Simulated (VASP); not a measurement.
MnO:

```
Mn O
1.0
     3.37170    0.00000    0.00000
    -1.68585    2.91998    0.00000
     0.00000    0.00000    5.38550
Mn O
2 2
Direct
  0.33333 0.66667 0.01096
  0.66667 0.33333 0.51096
  0.33333 0.66667 0.37547
  0.66667 0.33333 0.87547
```

Base run:

| Quantity | Value |
| --- | --- |
| Program | VASP 6.6.1 |
| Functional | PBE |
| Potentials or basis | VASP PAW PBE potentials, release 64 (Mn_pv, O) |
| Cutoff | 520 eV |
| k mesh | 12 × 12 × 8 |
| Occupations | gaussian, width 0.1 eV |
| Spin | collinear spin, ferromagnetic start |
| Starting moments | [4.22, 4.22, 0.25, 0.25] μB |

Its results: pressure 6.6 GPa; net moment 10.00 μB per cell; site moments Mn +4.41; O +0.20 μB; largest force 0.659 eV/Å.

Problem. The run is repeated on the same cell with these changes: moments at the start from [4.22, 4.22, 0.25, 0.25] to [0.5, 0.5, 0.0, 0.0]. What comes out?

Solution. Pressure -20.5 GPa; net moment -1.94 μB per cell; site moments Mn -0.88; O +0.04 μB; largest force 0.250 eV/Å.

Caveats: only a ferromagnetic start was run, and an antiferromagnetic order may lie lower in energy.
